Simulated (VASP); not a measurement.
Wanted: the native input for a VASP 6.6.1 run.

* Task: single point
* Functional: PBE
* Dispersion: D3(BJ)
* Potentials or basis: VASP PAW PBE potentials, release 64 (P)
* Cutoff: 520 eV
* k mesh: 15 × 15 × 15
* Occupations: gaussian, width 0.1 eV
* Spin: no spin polarisation
* Dipole correction: no
* Further INCAR settings: ALGO = Normal; EDIFF = 1e-06; NBANDS = 12

The structure of P lies in POSCAR:

```
P
1.0
    1.7041407752      0.9838861353      2.8546260085
   -1.7041407752      0.9838861353      2.8546260085
    0.0000000000     -1.9677722706      2.8546260086
P
2
Direct
    0.2362784083      0.2362784083      0.2362784083
    0.7637215917      0.7637215917      0.7637215917
```

This cell differs from its parent crystal: volume scaled by 0.97, then relaxed in part.

One way to write it, as run:

INCAR

```
SYSTEM = P
PREC = Accurate
ENCUT = 520
EDIFF = 1E-6
ISMEAR = 0
SIGMA = 0.1
LREAL = .FALSE.
LASPH = .TRUE.
NELM = 80
ALGO = Normal
ISIF = 2
LWAVE = .FALSE.
LCHARG = .FALSE.
GGA = PE
IVDW = 12
NBANDS = 12
```

KPOINTS

```
regular mesh
0
G
  15 15 15
  0 0 0
```

Potentials or basis: VASP PAW PBE potentials, release 64 (P).

Command:

```bash
$ cat potpaw_PBE.64/P/POTCAR > POTCAR
$ mpirun -np 1 vasp_std > vasp.out
```

Results of the run:

| Item | Value |
| --- | --- |
| Pressure | 1.5 GPa |
| Largest force | 0.043 eV/Å |
| Band gap on the k mesh | zero (band 5 reaches 11.03 eV, above the bottom of band 6 at 9.44 eV) |
| Dispersion energy per atom | -0.492 eV |

Caveat: pairwise dispersion overbinds metals, which lowers pressure and volume.

Wall time 40 s on 1 thread of Intel(R) Xeon(R) 6975P-C (Granite Rapids), with other jobs on the host, peak memory 0.22 GiB.
